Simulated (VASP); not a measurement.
# LiGa12O18 (a cell with a defect) in VASP: single point with PBE

Aim: the single point of LiGa12O18 (a cell with a defect) with PBE.

Everything below comes from runs of VASP 6.6.1. Logs are shortened: lines on timing, memory, paths and dates and some standing lists are left out, and cuts for length are marked.

### Step 1. The cell of the first run

The cell holds a defect, 31 atoms: a = 9.250 Å, b = 5.877 Å, c = 6.416 Å, α = 103.29°, β = 103.90°, γ = 90.00°.

### Step 2. Single point, PBE

File INCAR:

```
SYSTEM = LiGa12O18
PREC = Accurate
ENCUT = 520
EDIFF = 1E-6
ISMEAR = -1
SIGMA = 0.01
LREAL = Auto
LASPH = .True.
NELM = 100
ALGO = Normal
ISIF = 2
LWAVE = .False.
LCHARG = .False.
GGA = PE
NBANDS = 154
NELECT = 266.0
```

File KPOINTS:

```
Automatic mesh
0
Gamma
  2 2 2
  0.5 0.5 0.5
```

File POSCAR:

```
LiGa12O18
1.0
    0.0000000000      9.2496621800      0.0000000000
   -1.3977182400      0.0000000000      5.7085775500
    6.2279771500     -1.5416103600      0.0067278600
Ga O Li
12 18 1
Direct
    0.1165743900      0.6589345300      0.6820143900
    0.2268131300      0.3051329500      0.3153222200
    0.3054814000      0.1975429300      0.8215477000
    0.0282579800      0.7757220400      0.1451960700
    0.4436577400      0.6851596900      0.6768614200
    0.5540756900      0.3043970300      0.3154864200
    0.6304442000      0.2034543100      0.8102223100
    0.3672555800      0.7862971500      0.1807511000
    0.7715200600      0.6855288300      0.6782978900
    0.8802046600      0.3308231900      0.3107806000
    0.9717658800      0.2096013900      0.8566485200
    0.6937362600      0.7921092200      0.1710215800
    0.1753293100      0.7286502200     -0.0001337000
    0.1704743500      0.2578684000      0.9967940300
    0.2737689600      0.4225461200      0.6445716600
    0.0497153900      0.5703819800      0.3425321300
    0.0495730900      0.1005758500      0.2864688500
    0.2699172600      0.8859471500      0.6630204800
    0.4997270300      0.7377256100      0.0005547100
    0.4990744600      0.2517948100      0.9921100800
    0.6078129600      0.4339204700      0.6463312000
    0.3910431200      0.5563452700      0.3461028900
    0.3916118200      0.0994762400      0.3279661600
    0.6068320900      0.8899072300      0.6654162800
    0.8297640900      0.7302568900     -0.0034361000
    0.8215879300      0.2600493600      0.9934894800
    0.9523261200      0.4072113800      0.6491106300
    0.7256268000      0.5674277500      0.3491905800
    0.7275144500      0.1034312600      0.3292610000
    0.9484806000      0.8860586500      0.6994129200
    1.0007823000      1.0153353800      0.5042586800
```

Potentials or basis: VASP PAW PBE potentials, release 64 (Ga_d, O, Li_sv).

Run with:

```
$ cat potpaw_PBE.64/Ga_d/POTCAR potpaw_PBE.64/O/POTCAR potpaw_PBE.64/Li_sv/POTCAR > POTCAR
$ mpirun -np 1 vasp_std > vasp.out
```

OUTCAR:

```text
SYSTEM = LiGa12O18
   PREC = Accurate
   ENCUT = 520
   EDIFF = 1E-6
   ISMEAR = -1
   LREAL = Auto
   LASPH = .True.
   NELM = 100
   ISIF = 2
   GGA = PE
   NELECT = 266.0

 ion  position               nearest neighbor table
   1  0.117  0.659  0.682-  13 1.92  18 1.99  15 2.03  30 2.06  16 2.06  27 2.06  31 2.71
   2  0.227  0.305  0.315-  14 1.94  23 1.94  17 1.98  15 2.00  22 2.06  16 2.27
   3  0.305  0.198  0.822-  20 1.84  14 1.85  18 1.87  15 1.91
   4  0.028  0.776  0.145-  13 1.81  25 1.84  17 1.90  16 1.92  31 2.48
   5  0.444  0.685  0.677-  24 1.96  19 1.97  18 1.99  22 2.02  21 2.13  15 2.14
   6  0.554  0.304  0.315-  23 1.95  20 1.96  29 1.99  21 2.02  22 2.12  28 2.15
   7  0.630  0.203  0.810-  24 1.85  26 1.85  20 1.86  21 1.88
   8  0.367  0.786  0.181-  23 1.85  13 1.86  19 1.86  22 1.88
   9  0.772  0.686  0.678-  25 1.94  24 1.94  30 1.98  28 2.00  21 2.06  27 2.35
  10  0.880  0.331  0.311-  26 1.92  29 1.99  28 2.01  16 2.05  27 2.05  17 2.08  31 2.57
  11  0.972  0.210  0.857-  26 1.80  14 1.83  30 1.92  27 1.94  31 2.36
  12  0.694  0.792  0.171-  19 1.85  25 1.86  29 1.86  28 1.92
  13  0.175  0.729  1.000-   4 1.81   8 1.86   1 1.92
  14  0.170  0.258  0.997-  11 1.83   3 1.85   2 1.94
  15  0.274  0.423  0.645-   3 1.91   2 2.00   1 2.03   5 2.14
  16  0.050  0.570  0.343-   4 1.92  10 2.05   1 2.06   2 2.27
  17  0.050  0.101  0.286-  31 1.74   4 1.90   2 1.98  10 2.08
  18  0.270  0.886  0.663-   3 1.87   5 1.99   1 1.99
  19  0.500  0.738  0.001-  12 1.85   8 1.86   5 1.97
  20  0.499  0.252  0.992-   3 1.84   7 1.86   6 1.96
  21  0.608  0.434  0.646-   7 1.88   6 2.02   9 2.06   5 2.13
  22  0.391  0.556  0.346-   8 1.88   5 2.02   2 2.06   6 2.12
  23  0.392  0.099  0.328-   8 1.85   2 1.94   6 1.95
  24  0.607  0.890  0.665-   7 1.85   9 1.94   5 1.96
  25  0.830  0.730  0.997-   4 1.84  12 1.86   9 1.94
  26  0.822  0.260  0.993-  11 1.80   7 1.85  10 1.92
  27  0.952  0.407  0.649-  11 1.94  10 2.05   1 2.06   9 2.35
  28  0.726  0.567  0.349-  12 1.92   9 2.00  10 2.01   6 2.15
  29  0.728  0.103  0.329-  12 1.86  10 1.99   6 1.99
  30  0.948  0.886  0.699-  31 1.76  11 1.92   9 1.98   1 2.06
  31  0.001  0.015  0.504-  17 1.74  30 1.76  11 2.36   4 2.48  10 2.57   1 2.71

  LATTYP: Found a triclinic cell.
 ALAT       =     5.8771994966
 B/A-ratio  =     1.6412011407
 C/A-ratio  =     2.7541529852
 COS(alpha) =     0.0064926560
 COS(beta)  =     0.5439765005
 COS(gamma) =     0.7621873503

  Lattice vectors:

 A1 = (   1.3977182400,   0.0000000000,  -5.7085775500)
 A2 = (   7.6256953900,  -1.5416103600,  -5.7018496900)
 A3 = (  -9.6605178200,  -6.1664414600, -11.4306108200)

Analysis of symmetry for initial positions (statically):
=====================================================================
 Subroutine PRICEL returns:
 Original cell was already a primitive cell.

 Routine SETGRP: Setting up the symmetry group for a
 triclinic supercell.

 Subroutine GETGRP returns: Found  1 space group operations
 (whereof  1 operations were pure point group operations)
 out of a pool of  2 trial point group operations.

The static configuration has the point symmetry C_1 .

Analysis of symmetry for dynamics (positions and initial velocities):
=====================================================================
 Subroutine PRICEL returns:
 Original cell was already a primitive cell.

 Routine SETGRP: Setting up the symmetry group for a
 triclinic supercell.

 Subroutine GETGRP returns: Found  1 space group operations
 (whereof  1 operations were pure point group operations)
 out of a pool of  2 trial point group operations.

The dynamic configuration has the point symmetry C_1 .

 Subroutine INISYM returns: Found  1 space group operations
 (whereof  1 operations are pure point group operations),
 and found     1 'primitive' translations

----------------------------------------------------------------------------------------

                                     Primitive cell

  volume of cell :     328.9392

  direct lattice vectors                    reciprocal lattice vectors
     0.000000000  9.249662180  0.000000000     0.026753887  0.108112056  0.006550563
    -1.397718240  0.000000000  5.708577550    -0.000189185  0.000000000  0.175128666
     6.227977150 -1.541610360  0.006727860     0.160523321  0.000000000  0.039303377

  length of vectors
     9.249662180  5.877199497  6.415941641     0.111565663  0.175128768  0.165264914

  position of ions in fractional coordinates (direct lattice)
     0.116574390  0.658934530  0.682014390
     0.226813130  0.305132950  0.315322220
     0.305481400  0.197542930  0.821547700
     0.028257980  0.775722040  0.145196070
     0.443657740  0.685159690  0.676861420
     0.554075690  0.304397030  0.315486420
[... 23 lines left out ...]
     0.948480600  0.886058650  0.699412920
     0.000782300  0.015335380  0.504258680

  ion indices of the primitive-cell ions
   primitive index   ion index
                 1           1
                 2           2
                 3           3
                 4           4
                 5           5
                 6           6
[... 23 lines left out ...]
                30          30
                31          31

----------------------------------------------------------------------------------------

 KPOINTS: Automatic mesh

Automatic generation of k-mesh.
 Grid dimensions read from file:
 generate k-points for:    2    2    2

 Generating k-lattice:

  Cartesian coordinates                     Fractional coordinates (reciprocal lattice)
     0.013376943  0.054056028  0.003275281     0.500000000  0.000000000  0.000000000
    -0.000094593  0.000000000  0.087564333     0.000000000  0.500000000  0.000000000
     0.080261660  0.000000000  0.019651688     0.000000000 -0.000000000  0.500000000

  Length of vectors
     0.055782831  0.087564384  0.082632457

  Shift w.r.t. Gamma in fractional coordinates (k-lattice)
     0.500000000  0.500000000  0.500000000

 Subroutine IBZKPT returns following result:
 ===========================================

 Found      4 irreducible k-points:

 Following reciprocal coordinates:
            Coordinates               Weight
  0.250000  0.250000  0.250000      2.000000
 -0.250000  0.250000  0.250000      2.000000
  0.250000 -0.250000  0.250000      2.000000
 -0.250000 -0.250000  0.250000      2.000000
   k-points           NKPTS =      4   k-points in BZ     NKDIM =      4   number of bands    NBANDS=    154
   number of dos      NEDOS =    301   number of ions     NIONS =     31
   total plane-waves  NPLWV = 161280
   dimension x,y,z NGX =    70 NGY =   48 NGZ =   48
   dimension x,y,z NGXF=   140 NGYF=   96 NGZF=   96
   ions per type =              12  18   1
   NGX,Y,Z   is equivalent  to a cutoff of  12.58, 13.58, 12.44 a.u.
   NGXF,Y,Z  is equivalent  to a cutoff of  25.16, 27.16, 24.87 a.u.
 SYSTEM =  LiGa12O18
   PREC   = accura    normal or accurate (medium, high low for compatibility)
   ISTART =      0    job   : 0-new  1-cont  2-samecut
   ICHARG =      2    charge: 1-file 2-atom 10-const
   ISPIN  =      1    spin polarized calculation?
   LNONCOLLINEAR =      F non collinear calculations
   LSORBIT =      F    spin-orbit coupling
   LASPH  =      T    aspherical Exc in radial PAW
   ENCUT  =  520.0 eV  38.22 Ry    6.18 a.u.  17.20 10.93 11.93*2*pi/ulx,y,z
   NELM   =    100;   NELMIN=  2; NELMDL= -5     # of ELM steps
   EDIFF  = 0.1E-05   stopping-criterion for ELM
   LREAL  =      T    real-space projection
   EDIFFG = 0.1E-04   stopping-criterion for IOM
   NSW    =      0    number of steps for IOM
   IBRION =     -1    ionic relax: 0-MD 1-quasi-New 2-CG
   NFREE  =      0    steps in history (QN), initial steepest desc. (CG)
   ISIF   =      2    stress and relaxation
   ISYM   =      2    0-nonsym 1-usesym 2-fastsym
   POTIM  = 0.5000    time-step for ionic-motion
   TEBEG  =    0.0;   TEEND  =   0.0 temperature during run
   PSTRESS=    0.0 pullay stress
   NELECT =     266.0000    total number of electrons
   NUPDOWN=      -1.0000    fix difference up-down
   EMIN   =  10.00;   EMAX   =-10.00  energy-range for DOS
   EFERMI =   0.00;   METHOD = LEGACY
   ISMEAR =    -1;   SIGMA  =   0.01  broadening in eV -4-tet -1-fermi 0-gaus
   EFERMI_NEDOS =   21; number of points for ismear=-14 and -15
   IALGO  =     38    algorithm
   IMIX   =      4    mixing-type and parameters
     AMIX     =   0.40;   BMIX     =  1.00
     AMIX_MAG =   1.60;   BMIX_MAG =  1.00
  volume/ion in A,a.u.               =      10.61        71.61
  Fermi-wavevector in a.u.,A,eV,Ry     =   1.525212  2.882232 31.650840  2.326271
  Thomas-Fermi vector in A             =   2.633413
   LORBIT       =      0    0 simple, 1 ext, 2 COOP (PROOUT), +10 PAW based schemes
   GGA     = PE    functional components
[... 5 lines left out ...]
 non-spin polarized calculation
  energy-cutoff  :      520.00
  volume of cell :      328.94
 maximum number of plane-waves:      8867
 NGX is ok and might be reduce to    70
   NGX = 35   NGY = 21   NGZ = 23

 number of electron     266.0000038 magnetization

 Free energy of the ion-electron system (eV)
  ---------------------------------------------------
  ext. energy  EPLUGINS =         0.00000000
  ---------------------------------------------------
  free energy    TOTEN  =      -187.16678507 eV

  energy without entropy =     -187.16678507  energy(sigma->0) =     -187.16678507

 E-fermi :   3.9557     XC(G=0): -11.4253

 val. band max:        3.5554436460   @ k =  -0.2500   0.2500   0.2500
 cond. band min:       6.9582115249   @ k =  -0.2500  -0.2500   0.2500
 fundamental gap:      3.4027678789
 Fermi energy:         3.9556653885

 k-point     1 :       0.2500    0.2500    0.2500
  band No.  band energies     occupation
      1     -39.8899      2.00000
      2     -14.7280      2.00000
      3     -14.5603      2.00000
      4     -14.4293      2.00000
      5     -14.1431      2.00000
      6     -14.0772      2.00000
[... 137 lines left out ...]
    144      10.4810      0.00000
    145      11.1777      0.00000

 k-point     2 :      -0.2500    0.2500    0.2500
  band No.  band energies     occupation
      1     -39.8899      2.00000
      2     -14.8017      2.00000
      3     -14.4308      2.00000
      4     -14.3251      2.00000
      5     -14.2595      2.00000
      6     -14.1283      2.00000
[... 137 lines left out ...]
    144      10.8253      0.00000
    145      11.0479      0.00000

 k-point     3 :       0.2500   -0.2500    0.2500
  band No.  band energies     occupation
      1     -39.8899      2.00000
      2     -14.8417      2.00000
      3     -14.5882      2.00000
      4     -14.2504      2.00000
      5     -14.1309      2.00000
      6     -14.0306      2.00000
[... 137 lines left out ...]
    144      10.5607      0.00000
    145      10.6626      0.00000

 k-point     4 :      -0.2500   -0.2500    0.2500
  band No.  band energies     occupation
      1     -39.8899      2.00000
      2     -14.8852      2.00000
      3     -14.4829      2.00000
      4     -14.2420      2.00000
      5     -14.1596      2.00000
      6     -14.0642      2.00000
[... 137 lines left out ...]
    144      10.6440      0.00000
    145      10.7932      0.00000
 [bands above 145 left out]

------------------------ aborting loop because EDIFF is reached ----------------------------------------

  FORCE on cell =-STRESS in cart. coord.  units (eV):
  Direction    XX          YY          ZZ          XY          YZ          ZX
  --------------------------------------------------------------------------------------
  -------------------------------------------------------------------------------------
  Total        2.2381865     -1.8746881     -8.2095952     -2.7543727     -0.5673502      2.5223303
  in kB       10.9016244     -9.1311180    -39.9868031    -13.4158330     -2.7634150     12.2856147
  external PRESSURE =     -12.7387656 kB  Pullay stress =       0.0000000 kB

 VOLUME and BASIS-vectors are now :
 -----------------------------------------------------------------------------
  energy-cutoff  :      520.00
  volume of cell :      328.94
      direct lattice vectors                 reciprocal lattice vectors
     0.000000000  9.249662180  0.000000000     0.026753887  0.108112056  0.006550563
    -1.397718240  0.000000000  5.708577550    -0.000189185  0.000000000  0.175128666
     6.227977150 -1.541610360  0.006727860     0.160523321  0.000000000  0.039303377

 POSITION                                       TOTAL-FORCE (eV/Angst)
 -----------------------------------------------------------------------------------
      3.32657      0.02687      3.76617         0.009354     -0.013064      0.005680
      1.53733      1.61184      1.74400        -0.012875     -0.037627     -0.001472
      4.84047      1.55909      1.13322         0.000207     -0.000811     -0.015344
     -0.17996      0.03754      4.42925        -0.027832      0.003757     -0.016502
      3.25782      3.06023      3.91584        -0.004616      0.000581     -0.003379
      1.53938      4.63866      1.73980         0.009435      0.002844      0.004393
[... 23 lines left out ...]
      3.11747      7.69490      5.06284         0.028666      0.002493      0.002675
      3.11908     -0.77013      0.09094         0.013513     -0.008496      0.008692
 -----------------------------------------------------------------------------------
    total drift:                                0.008697      0.022562      0.013944

  FREE ENERGIE OF THE ION-ELECTRON SYSTEM (eV)
  ---------------------------------------------------
  free  energy   TOTEN  =      -187.1667850681 eV

  energy  without entropy=     -187.1667850681  energy(sigma->0) =     -187.16678507
```

Wall time 14 min (1 thread of Intel Xeon 8259CL, shared host); peak memory 0.46 GiB.

What came out:

| Item | Value |
| --- | --- |
| Free energy | -187.1668 eV |
| Largest force | 0.061 eV/Å |

Forces in eV/Å, atoms in the order of the input:
```
Ga   0.009 -0.013  0.006
Ga  -0.013 -0.038 -0.001
Ga   0.000 -0.001 -0.015
Ga  -0.028  0.004 -0.017
Ga  -0.005  0.001 -0.003
Ga   0.009  0.003  0.004
Ga  -0.007  0.010 -0.006
Ga   0.019 -0.005  0.002
Ga   0.009  0.036  0.018
Ga  -0.033  0.014 -0.016
Ga   0.000 -0.061  0.004
Ga  -0.010  0.024  0.011
O   -0.006 -0.007 -0.005
O    0.034  0.007  0.014
O    0.004 -0.008 -0.013
O   -0.007  0.018 -0.003
O   -0.025  0.002  0.000
O   -0.025  0.001  0.036
O   -0.033  0.015 -0.016
O    0.022 -0.005  0.016
O    0.015 -0.009 -0.024
O   -0.013  0.013  0.016
O    0.015 -0.003 -0.022
O   -0.016  0.000  0.035
O   -0.009 -0.004 -0.011
O    0.002  0.016 -0.002
O    0.010 -0.028 -0.004
O    0.004  0.013  0.005
O    0.034  0.012 -0.018
O    0.029  0.002  0.003
Li   0.014 -0.008  0.009
```

Levels at points of the mesh, in eV from the Fermi level:
| k point | band 129 | band 130 | band 131 | band 132 | band 133 | band 134 | band 135 | band 136 | band 137 | band 138 |
| --- | --- | --- | --- | --- | --- | --- | --- | --- | --- | --- |
| (0.25, 0.25, 0.25) | -0.92 | -0.80 | -0.67 | -0.58 | -0.42 | 3.73 | 4.42 | 5.00 | 5.31 | 5.47 |

Caveat: the k points lie up to 0.55 Å⁻¹ apart; the cell carries a net charge on a neutralising background, which shifts energy and pressure; the cell is charged against a uniform background, so pressure and absolute levels hang on convention; the cutoff is under 1.25 times the usual one of these potentials, so pressure, stress and relaxed cells hold a basis-set (Pulay) error.
